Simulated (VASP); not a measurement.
A run of VASP 6.6.1:

Contents of INCAR:

```
SYSTEM = Au
PREC = Accurate
ENCUT = 500
EDIFF = 1E-6
ISMEAR = 0
SIGMA = 0.1
LREAL = .False.
LASPH = .True.
NELM = 120
ALGO = Normal
ISIF = 2
LWAVE = .False.
LCHARG = .True.
GGA = PE
LELF = .True.
LVHAR = .True.
NBANDS = 12
GGA_COMPAT = .False.
```

Contents of KPOINTS:

```
regular mesh
0
Gamma
  18 18 18
  0 0 0
```

The input POSCAR:

```
Au
1.0
    0.0000000000      2.0578821794      2.0578821794
    2.0578821794      0.0000000000      2.0578821794
    2.0578821794      2.0578821794      0.0000000000
Au
1
Direct
    0.0000000000      0.0000000000      0.0000000000
```

Potentials or basis: VASP PAW PBE potentials, release 64 (Au).

Run with:

```bash
$ cat potpaw_PBE.64/Au/POTCAR > POTCAR
$ mpirun -np 1 vasp_std > vasp.out
```

Hardware: 1 thread of Intel(R) Xeon(R) Platinum 8375C CPU @ 2.90GHz (Ice Lake), on a shared host.

**Question.** Estimate the wall time of this run.

**Answer.** Wall time 43 s on 1 thread of Intel(R) Xeon(R) Platinum 8375C CPU @ 2.90GHz (Ice Lake), on a shared host, peak memory 0.17 GiB. Counts: scf iterations 11, k points 195.
